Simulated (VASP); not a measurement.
# Li2O: single point with r2SCAN

Crystal: Li2O.

```
Li O
1.0
     2.18714    2.18714    0.00000
    -2.18714    2.18714    0.00000
     0.00000    2.18714    2.18714
Li O
2 1
Direct
  0.25000 0.75000 0.50000
  0.75000 0.25000 0.50000
  0.00000 0.00000 0.00000
```

```yaml
Program: VASP 6.6.1
Task: single point
Functional: r2SCAN
Potentials_or_basis: VASP PAW PBE potentials, release 64 (Li_sv, O_h)
Cutoff: 1480 eV
k_mesh: 8 × 8 × 8
Occupations: gaussian, width 0.01 eV
Spin: no spin polarisation
```

The pressure is 16.6 GPa and the band gap on the k mesh is 6.00 eV (least direct gap 7.55 eV).

Levels at points of the mesh, in eV from the valence-band top:
| k point | band 2 | band 3 | band 4 | band 5 | band 6 | band 7 | band 8 | band 9 | band 10 | band 11 |
| --- | --- | --- | --- | --- | --- | --- | --- | --- | --- | --- |
| (0.00, 0.00, 0.00) | -43.63 | -16.62 | 0.00 | 0.00 | 0.00 | 7.55 | 14.15 | 14.15 | 14.15 | 22.09 |
| (0.50, 0.00, 0.00) | -43.87 | -16.43 | -3.11 | -0.54 | -0.54 | 11.26 | 12.81 | 14.04 | 14.04 | 21.48 |
| (0.50, 0.50, 0.00) | -43.78 | -16.41 | -1.68 | -1.68 | -1.64 | 6.00 | 16.48 | 16.48 | 18.54 | 19.32 |

It took 3.9 min on 1 thread of Intel(R) Xeon(R) Platinum 8375C CPU @ 2.90GHz (Ice Lake), on a shared host, peak memory 0.24 GiB.

Caveat: the cell stands under pressure; the PAW data sets were made with another functional, which shifts forces and pressure a little. A k mesh can miss the band edges.
